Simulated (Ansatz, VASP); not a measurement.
## One calculation of PbS, two programs

File INCAR:

```
SYSTEM = PbS
  PREC = Accurate
  ENCUT = 520
  EDIFF = 1E-8
  ISMEAR = -1
  SIGMA = 0.03
  LREAL = .False.
  LASPH = .True.
  NELM = 100
  ALGO = Normal
  ISIF = 2
  LWAVE = .False.
  LCHARG = .False.
  GGA = PE
  LEFG = .True.
  NBANDS = 17
```

File KPOINTS:

```
regular mesh
0
Gamma
  11 11 11
  0 0 0
```

The input POSCAR:

```
PbS
1.0
    0.0000000000      3.3496993885      3.3496993885
    3.3496993885      0.0000000000      3.3496993885
    3.3496993885      3.3496993885      0.0000000000
Pb S
1 1
Direct
    0.0000000000      0.0000000000      0.0000000000
    0.2500000000      0.2500000000      0.2500000000
```

Input for Ansatz:

```yaml
crystal:
  lattice:
    - [0.0, 3.3496993885, 3.3496993885]
    - [3.3496993885, 0.0, 3.3496993885]
    - [3.3496993885, 3.3496993885, 0.0]
  atoms:
    - { symbol: Pb, position: [0.0, 0.0, 0.0] }
    - { symbol: S, position: [0.25, 0.25, 0.25] }
kpoints:
  mp_grid: { grid: [11, 11, 11] }
scf:
  occupations: { method: fermi_dirac, width: 0.03 }
hamiltonian:
  xc: pbe
  pseudopotentials: { kind: paw }
output:
  forces: true
  stress: true
  eigenvalues: true
  efg: { contact_densities: true }
```

Change from the starting cell: volume scaled by 1.025, PAW files.

Alike in both runs: task electric field gradients; functional PBE; k mesh 11 × 11 × 11; occupations fermi-dirac, width 0.03 eV; no spin polarisation.

|  | VASP | Ansatz |
| --- | --- | --- |
| version | VASP 6.6.1 | Ansatz 0.2.0 |
| potentials or method | VASP PAW PBE potentials, release 64 (Pb_d, S) | PAW with Ansatz's default frozen-core files, scalar-relativistic |
| plane-wave cutoff (eV) | 520 | 420 |
| valence electrons in the cell | 20 | 20 |

|  | VASP | Ansatz | Ansatz less VASP |
| --- | --- | --- | --- |
| pressure (GPa) | -0.8 | -0.8 | +0.05 |

With one functional, cell and mesh, what is left measures potentials, basis and numerics.

Spin-orbit coupling is off throughout.
